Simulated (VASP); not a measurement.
Input of a VASP 6.6.1 run:

Contents of INCAR:

```
ALGO     = Normal         # electronic algorithm
EDIFF    = 1E-7           # SCF threshold, eV
ENCUT    = 520            # plane-wave cutoff, eV
GGA_COMPAT= False        
ISIF     = 2              # what is computed and relaxed
ISMEAR   = 0              # smearing method
LASPH    = True           # aspherical terms in the spheres
LCHARG   = False          # write CHGCAR
LORBIT   = 11             # projections on sites
LORBMOM  = True         
LREAL    = False          # projectors in reciprocal space
LSORBIT  = True           # spin-orbit coupling
LWAVE    = False          # write WAVECAR
MAGMOM   = 0 0 0          # initial moments
NBANDS   = 26             # bands
NELM     = 150            # most SCF steps
PREC     = Accurate       # precision mode
SIGMA    = 0.05           # smearing width, eV
```

Contents of KPOINTS:

```
k-points
0
Gamma
  7 7 7
```

The input POSCAR:

```
Bi
1.0
   -2.0759240700      2.0759240700      2.0759240700
    2.0759240700     -2.0759240700      2.0759240700
    2.0759240700      2.0759240700     -2.0759240700
Bi
1
Direct
    0.0000000000      0.0000000000      0.0000000000
```

Potentials or basis: VASP PAW LDA potentials, release 64 (Bi_d).

Launch:

```sh
$ cat potpaw_LDA.64/Bi_d/POTCAR > POTCAR
$ mpirun -np 1 vasp_ncl > vasp.out
```

(1) What does it give for the pressure?

(2) What does it give for the net moment?

Answers

(1) -6.5 GPa.

(2) 0.00 μB per cell.
